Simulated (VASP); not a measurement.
TaN: single point with PBEsol

Crystal: TaN.

```
Ta N
1.0
     5.33102    0.00000    0.00000
    -2.66551    4.61680    0.00000
     0.00000    0.00000    2.98664
Ta N
3 3
Direct
  0.33333 0.66667 0.50000
  0.66667 0.33333 0.50000
  0.00000 0.00000 0.00000
  0.39285 0.00000 0.00000
  0.60715 0.60715 0.00000
  0.00000 0.39285 0.00000
```

```json
{
  "Program": "VASP 6.6.1",
  "Task": "single point",
  "Functional": "PBEsol",
  "Potentials or basis": "VASP PAW PBE potentials, release 64 (Ta_pv, N)",
  "Cutoff": "520 eV",
  "k mesh": "5 × 5 × 8",
  "Occupations": "fermi-dirac, width 0.1 eV",
  "Spin": "no spin polarisation"
}
```

```yaml
Pressure: -24.0 GPa
Largest_force: 0.306 eV/Å
Band_gap_on_the_k_mesh: zero (bands 24 and 25 overlap by 2.87 eV)
```

Forces on the atoms (eV/Å):
```
Ta   0.000  0.000  0.000
Ta   0.000  0.000  0.000
Ta   0.000  0.000  0.000
N   -0.306  0.000  0.000
N    0.153  0.265  0.000
N    0.153 -0.265  0.000
```

Stress tensor (GPa, compression positive):
```
-23.03   0.00   0.00
  0.00 -23.03   0.00
  0.00   0.00 -25.83
```

Levels at points of the mesh, in eV from the Fermi level:
```csv
k point,band 20,band 21,band 22,band 23,band 24,band 25,band 26,band 27,band 28,band 29
"(0.00, 0.00, 0.00)",-4.76,-4.04,-3.25,-1.90,-0.90,-0.90,0.45,0.45,1.56,1.60
"(0.00, 0.00, 0.50)",-4.26,-4.22,-2.72,-2.72,1.63,1.63,1.74,1.85,1.85,2.87
```

Run time: 53 s on 1 thread of Intel(R) Xeon(R) Platinum 8259CL CPU @ 2.50GHz (Skylake/Cascade Lake), on a shared host, peak memory 0.21 GiB.

Caveat: the cell stands under tension; the PAW data sets were made with another functional, which shifts forces and pressure a little; spin-orbit coupling is left out, which moves the levels of the heavy elements.
